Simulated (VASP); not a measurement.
A run of VASP 6.6.1 is set up as follows.

File INCAR:

```
SYSTEM = WC
PREC     = Accurate       ! precision mode
ENCUT    = 520            ! plane-wave cutoff, eV
EDIFF    = 1E-6           ! SCF threshold, eV
ISMEAR   = -1             ! smearing method
SIGMA    = 0.05           ! smearing width, eV
LREAL    = .False.        ! projectors in reciprocal space
LASPH    = .True.         ! aspherical terms in the spheres
NELM     = 100            ! most SCF steps
ALGO     = Normal         ! electronic algorithm
ISIF     = 2              ! what is computed and relaxed
LWAVE    = .False.        ! write WAVECAR
LCHARG   = .False.        ! write CHGCAR
GGA      = B5             ! functional
ALDAX    = 1.0          
AGGAX    = 1.0          
AGGAC    = 1.0          
ALDAC    = 0.0          
NBANDS   = 16             ! bands
```

The input KPOINTS:

```
regular mesh
0
Gamma
  10 10 10
  0 0 0
```

POSCAR

```
WC
1.0
    0.0000000000      2.1926840000      2.1926840000
    2.1926840000      0.0000000000      2.1926840000
    2.1926840000      2.1926840000      0.0000000000
W C
1 1
Direct
    0.0000000000      0.0000000000      0.0000000000
    0.5000000000      0.5000000000      0.5000000000
```

Potentials or basis: VASP PAW PBE potentials, release 64 (W_sv, C).

Command:

```console
$ cat potpaw_PBE.64/W_sv/POTCAR potpaw_PBE.64/C/POTCAR > POTCAR
$ mpirun -np 1 vasp_std > vasp.out
```

Question: What does it give for the band gap on the k mesh?

Answer: Zero (band 9 reaches 13.88 eV, above the bottom of band 10 at 10.78 eV).

Question: Predict the pressure.

Answer: 13.8 GPa.

Caveat: the PAW data sets were made with another functional, which shifts forces and pressure a little; spin-orbit coupling is left out, which moves the levels of the heavy elements.
